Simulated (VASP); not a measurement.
Crystal: FeO.

```xyz
2
Lattice="0.0000 2.1977 2.1977 2.1977 0.0000 2.1977 2.1977 2.1977 0.0000" Properties=species:S:1:pos:R:3 pbc="T T T"
Fe    0.0000    0.0000    0.0000
O     2.1977    2.1977    2.1977
```

Base run:

```yaml
Program: VASP 6.6.1
Functional: PBE
Potentials_or_basis: VASP PAW PBE potentials, release 64 (Fe, O)
Cutoff: 520 eV
k_mesh: 11 × 11 × 11
Occupations: fermi-dirac, width 0.05 eV
Spin: collinear spin, ferromagnetic start
Starting_moments: "[3.0, 0.0] μB"
```

Its results: band gap on the k mesh zero (filled and empty bands overlap); pressure -9.6 GPa; net moment 4.00 μB per cell; site moments Fe +3.63; O +0.29 μB.

Q: After a change of settings the same cell gave: band gap on the k mesh zero (filled and empty bands overlap); pressure -11.7 GPa; net moment 4.00 μB per cell; site moments Fe +3.48; O +0.28 μB. Which change was it?
A. potentials or basis from VASP PAW PBE potentials, release 64 (Fe, O) to VASP PAW PBE potentials, release 64 (Fe_sv, O); cutoff from 520 eV to 600 eV; further incar settings from ALGO = Normal; EDIFF = 1e-07; NBANDS = 18 to ALGO = Normal; EDIFF = 1e-06; NBANDS = 22; valence electrons from 14 to 22
B. further incar settings from ALGO = Normal; EDIFF = 1e-07; NBANDS = 18 to ALGO = Normal; EDIFF = 1e-06; NBANDS = 18
C. further incar settings from ALGO = Normal; EDIFF = 1e-07; NBANDS = 18 to ALGO = Normal; EDIFF = 1e-06; NBANDS = 18; moments at the start from [3.0, 0.0] to [4.0, 0.0]

A: A.

Caveats: a cell with one magnetic atom can't hold antiferromagnetic order, which such compounds often take; semilocal functionals often make such compounds metallic where correlation or magnetic order opens a gap, which also shifts bond lengths.
